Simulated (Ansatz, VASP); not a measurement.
# C in VASP and in Ansatz

```
CELL_PARAMETERS angstrom
0.00000 1.83031 1.68389
1.83031 0.00000 1.68389
1.83031 1.83031 0.00000
ATOMIC_POSITIONS crystal
C 0.50000 0.50000 0.50000
C 0.75000 0.75000 0.75000
```

Alike in both runs: task single point; functional r2SCAN; k mesh 12 × 12 × 12; occupations gaussian, width 0.05 eV; no spin polarisation.

```csv
,VASP,Ansatz
version,VASP 6.6.1,Ansatz 0.2.0
potentials or method,"VASP PAW PBE potentials, release 64 (C_h), cutoff 910 eV","scalar-relativistic, plane waves, PAW"
valence electrons in the cell,8,8
```

|  | VASP | Ansatz | Ansatz less VASP |
| --- | --- | --- | --- |
| gap on the k mesh at the Fermi level (eV) | 2.24 | 2.24 | -0.001 |
| least direct gap on the mesh (eV) | 4.42 | 4.42 | +0.002 |

VASP's potentials were made for PBE, not for r2SCAN. With one functional, cell and mesh, what is left measures potentials, basis and numerics.

Noted on VASP's run: the cutoff is under 1.25 times that of the potentials, so the pressure is a little rough.
